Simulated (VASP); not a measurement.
Be2ZnO3, 12 atoms in the cell. Symmetry: Cmc2_1, No. 36, orthorhombic system. Conventional cell: a = 8.359 Å, b = 4.806 Å, c = 4.436 Å, α = 90.00°, β = 90.00°, γ = 90.00°. Be (site symmetry 1) has 4 O at 1.59 to 1.60 Å within 2.1 Å. Within 2.5 Å of Zn (site symmetry m) lie 5 O at 1.92 to 2.50 Å. Within 2.1 Å of O (site symmetry 1) lie 3 Be at 1.59 to 1.60 Å and 1 Zn at 1.92 Å. O (site symmetry m) has 2 Be at 1.60 Å and 2 Zn at 1.94 to 1.95 Å within 2.1 Å. 

- Program: VASP 6.6.1
- Task: single point
- Functional: PBE
- Potentials or basis: VASP PAW PBE potentials, release 64 (Be, Zn, O)
- Cutoff: 600 eV
- k mesh: 6 × 6 × 6
- Occupations: gaussian, width 0.02 eV
- Spin: no spin polarisation
- Dipole correction: no
- Further INCAR settings: ALGO = Normal; EDIFF = 1e-06; NBANDS = 46

Potentials or basis: VASP PAW PBE potentials, release 64 (Be, Zn, O).

Command:

```sh
$ cat potpaw_PBE.64/Be/POTCAR potpaw_PBE.64/Zn/POTCAR potpaw_PBE.64/O/POTCAR > POTCAR
$ mpirun -np 1 vasp_std > vasp.out
```

Hardware: 1 thread of Oxide Virtual Turin-like Processor, on a shared host.

Q: Estimate the wall time of this run.

A: Run time: 8.7 min on 1 thread of Oxide Virtual Turin-like Processor (shared host), peak memory 0.33 GiB. Counts: scf iterations 17, k points 52.
